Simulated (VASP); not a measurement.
Runs of VASP 6.6.1 on Mg5O. The structure is that of space group P3m1 (No. 156), or close to it. The cells are those of the table. 

| task | cell | k mesh | cutoff (eV) | smearing | gap on the mesh (eV) | pressure (GPa) | largest force (eV/Å) |
| --- | --- | --- | --- | --- | --- | --- | --- |
| single point | a = 3.238, b = 3.238, c = 13.143 Å, angles 90.0, 90.0, 120.0°, 6 atoms | 6 × 6 × 2 | 520 | gaussian 0.2 eV | none | 0.2 | 0.06 |
| single point | a = 3.238, b = 3.238, c = 13.143 Å, angles 90.0, 90.0, 120.0°, 6 atoms | 6 × 6 × 2 | 600 | gaussian 0.1 eV | none | 0.1 | 0.06 |
| single point | a = 3.240, b = 3.240, c = 13.213 Å, angles 90.0, 90.0, 120.0°, 6 atoms | 12 × 12 × 4 | 520 | gaussian 0.1 eV | none | -0.2 | (a) |
| relaxation of cell and atoms | relaxed from a = 3.150, b = 3.150, c = 12.000 Å, angles 90.0, 90.0, 120.0°, 6 atoms | 6 × 6 × 2 | 600 | gaussian 0.2 eV | none | 0.1 | 0.04 |

Alike in all rows: level PBE; potentials or basis VASP PAW PBE potentials, release 64 (Mg, O); no spin polarisation.

Problem. Fill in the values left out.

Solution. (a) 0.02.

Caveats: some runs use coarse meshes; the relaxation stopped at a loose force limit of 0.08 eV/Å, so its end isn't a converged minimum (some runs).

A gap of «none» marks levels without a gap at the run's occupations.
